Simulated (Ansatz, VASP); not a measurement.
Y4I: VASP beside Ansatz

File INCAR:

```
PREC = Accurate
ENCUT = 600
EDIFF = 1E-6
ISMEAR = 0
SIGMA = 0.1
LREAL = F
LASPH = T
NELM = 100
ALGO = Normal
ISIF = 3
LWAVE = F
LCHARG = F
GGA = PE
IBRION = 2
NSW = 100
EDIFFG = -0.01
```

KPOINTS

```
Automatic mesh
0
Gamma
  8 8 8
```

Contents of POSCAR:

```
Y4I
1.0
   -3.5381376773      3.5381376773      3.5381376773
    3.5381376773     -3.5381376773      3.5381376773
    3.5381376773      3.5381376773     -3.5381376773
Y I
4 1
Direct
    0.0000000000      0.0000000000      0.5000000000
    0.0000000000      0.5000000000      0.0000000000
    0.5000000000      0.0000000000      0.0000000000
    0.5000000000      0.5000000000      0.5000000000
    0.0000000000      0.0000000000      0.0000000000
```

Input for Ansatz:

```yaml
crystal:
  lattice:
    - [-3.5381376773, 3.5381376773, 3.5381376773]
    - [3.5381376773, -3.5381376773, 3.5381376773]
    - [3.5381376773, 3.5381376773, -3.5381376773]
  atoms:
    - { symbol: "Y", position: [0.0, 0.0, 0.5] }
    - { symbol: "Y", position: [0.0, 0.5, 0.0] }
    - { symbol: "Y", position: [0.5, 0.0, 0.0] }
    - { symbol: "Y", position: [0.5, 0.5, 0.5] }
    - { symbol: I, position: [0.0, 0.0, 0.0] }
basis:
  ecutwfc: 420
kpoints:
  mp_grid: { grid: [8, 8, 8] }
hamiltonian:
  xc: pbe
scf:
  occupations: { method: gaussian, width: 0.1 }
output:
  forces: true
  stress: true
  eigenvalues: true
relax:
  adjacent_minimum: "off"
  f_tol: 0.01
  max_steps: 80
  cell: { stress_tol: 0.05 }
```

Change from the starting cell: species swapped into the CrGa4 type (Im-3m, No. 229).

Alike in both runs: task relaxation of cell and atoms; functional PBE; k mesh 8 × 8 × 8; occupations gaussian, width 0.1 eV; no spin polarisation.

|  | VASP | Ansatz |
| --- | --- | --- |
| version | VASP 6.6.1 | Ansatz 0.2.0 |
| potentials or method | VASP PAW PBE potentials, release 64 (Y_sv, I), cutoff 600 eV | scalar-relativistic, plane waves, PAW |
| valence electrons in the cell | 51 | 61 |

|  | VASP | Ansatz | Ansatz less VASP |
| --- | --- | --- | --- |
| gap on the k mesh at the Fermi level, each at its own relaxed structure (eV) | none | none | - |
| relaxed volume (Å³/atom) | 35.74 | 35.79 | +0.049 |
| relaxed length of the cell vector where the two differ most in proportion (Å) | 6.146 | 6.149 | +0.0028 |

A gap of «none» marks a metal or a gap that the smearing closes. VASP's potentials hold 51 valence electrons a cell and Ansatz's 61, so a difference there can come from the potentials and not from the codes.

Spin-orbit coupling is off throughout.
